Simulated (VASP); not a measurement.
Write the native input for VASP 6.6.1 that does the following.

- Task: relaxation of cell and atoms
- Functional: PBE
- Potentials or basis: VASP PAW PBE potentials, release 64 (Cs_sv, Pt)
- Cutoff: 600 eV
- k mesh: 14 × 14 × 14
- Occupations: gaussian, width 0.1 eV
- Spin: no spin polarisation
- Dipole correction: no
- Further INCAR settings: ALGO = Fast; EDIFF = 1e-07; IBRION = 2; EDIFFG = -0.01; NSW = 100; ISIF = 3

The structure of CsPt lies in POSCAR:

```
CsPt
1.0
    0.0000000000      3.5058619700      3.5058619700
    3.5058619700      0.0000000000      3.5058619700
    3.5058619700      3.5058619700      0.0000000000
Cs Pt
1 1
Direct
    0.0000000000      0.0000000000      0.0000000000
    0.2500000000      0.2500000000      0.2500000000
```

One way to write it, as run:

INCAR

```
ALGO = Fast
EDIFF = 1E-7
EDIFFG = -0.01
ENCUT = 600
GGA = PE
IBRION = 2
ISIF = 3
ISMEAR = 0
LASPH = T
LCHARG = F
LREAL = F
LWAVE = F
NELM = 80
NSW = 100
PREC = Accurate
SIGMA = 0.1
```

KPOINTS

```
k-points
0
Gamma
  14 14 14
```

Potentials or basis: VASP PAW PBE potentials, release 64 (Cs_sv, Pt).

Launch:

```bash
$ cat potpaw_PBE.64/Cs_sv/POTCAR potpaw_PBE.64/Pt/POTCAR > POTCAR
$ mpirun -np 1 vasp_std > vasp.out
```

Results of the run:

* Relaxed volume: 48.59 Å³/atom
* Relaxed cell: a = 5.161 Å, b = 5.161 Å, c = 5.161 Å, α = 60.00°, β = 60.00°, γ = 60.00°
* Space group after relaxing (to 0.05 Å): F-43m (No. 216)
* Energy gained by relaxing: 12.7 meV/atom
* Ionic steps: 5
* Pressure after relaxing: 0.0 GPa

Wall time 15 min on 1 thread of Oxide Virtual Turin-like Processor (shared host), peak memory 0.33 GiB.
